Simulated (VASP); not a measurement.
Set up this calculation in VASP 6.6.1, as the native input.

* Task: single point
* Functional: r2SCAN
* Potentials or basis: VASP PAW PBE potentials, release 64 (Ru_pv)
* Cutoff: 520 eV
* k mesh: 24 × 24 × 24
* Occupations: fermi-dirac, width 0.1 eV
* Spin: no spin polarisation
* Dipole correction: no
* Further INCAR settings: ALGO = Normal; EDIFF = 1e-06; NBANDS = 13

Crystal: Ru.

```
Ru
1.0
    -1.51625    1.51625    1.51625
     1.51625   -1.51625    1.51625
     1.51625    1.51625   -1.51625
Ru
1
Direct
  0.00000 0.00000 0.00000
```

This isn't the form of Ru at room conditions, which is hcp.

One way to write it, as run:

POSCAR

```
Ru
1.0
   -1.5162517511      1.5162517511      1.5162517511
    1.5162517511     -1.5162517511      1.5162517511
    1.5162517511      1.5162517511     -1.5162517511
Ru
1
Direct
    0.0000000000      0.0000000000      0.0000000000
```

INCAR.step1

```
SYSTEM = Ru
PREC     = Accurate       ! precision mode
ENCUT    = 520            ! plane-wave cutoff, eV
ISMEAR   = -1             ! smearing method
SIGMA    = 0.1            ! smearing width, eV
LREAL    = .False.        ! projectors in reciprocal space
LASPH    = .True.         ! aspherical terms in the spheres
NELM     = 100            ! most SCF steps
NBANDS   = 13             ! bands
GGA      = PE             ! functional
ALGO     = Normal         ! electronic algorithm
EDIFF    = 1E-4           ! SCF threshold, eV
LWAVE    = .True.         ! write WAVECAR
LCHARG   = .False.        ! write CHGCAR
```

INCAR.step2

```
SYSTEM = Ru
PREC     = Accurate       ! precision mode
ENCUT    = 520            ! plane-wave cutoff, eV
EDIFF    = 1E-6           ! SCF threshold, eV
ISMEAR   = -1             ! smearing method
SIGMA    = 0.1            ! smearing width, eV
LREAL    = .False.        ! projectors in reciprocal space
LASPH    = .True.         ! aspherical terms in the spheres
NELM     = 100            ! most SCF steps
ALGO     = Normal         ! electronic algorithm
ISIF     = 2              ! what is computed and relaxed
LWAVE    = .False.        ! write WAVECAR
LCHARG   = .True.         ! write CHGCAR
METAGGA  = R2SCAN         ! meta-GGA
LMIXTAU  = .True.       
LELF     = .True.         ! ELF
LVHAR    = .True.       
NBANDS   = 13             ! bands
ISTART   = 1
```

KPOINTS

```
regular mesh
0
Gamma
  24 24 24
  0 0 0
```

Potentials or basis: VASP PAW PBE potentials, release 64 (Ru_pv).

The run is started by

```bash
$ cat potpaw_PBE.64/Ru_pv/POTCAR > POTCAR
$ cp INCAR.step1 INCAR
$ mpirun -np 1 vasp_std > vasp.out
$ cp INCAR.step2 INCAR
$ mpirun -np 1 vasp_std > vasp.out
```

Results of the run:

```
Pressure               : 1.5 GPa
Band gap on the k mesh : zero (bands 7 and 8 overlap by 3.81 eV)
```

Caveat: an empty level that is flat over the whole mesh can mark a ghost state of the potentials, or a narrow d or f band; the PAW data sets were made with another functional, which shifts forces and pressure a little.

It took 3.4 min on 1 thread of Intel Xeon 8259CL (shared host), peak memory 0.19 GiB.
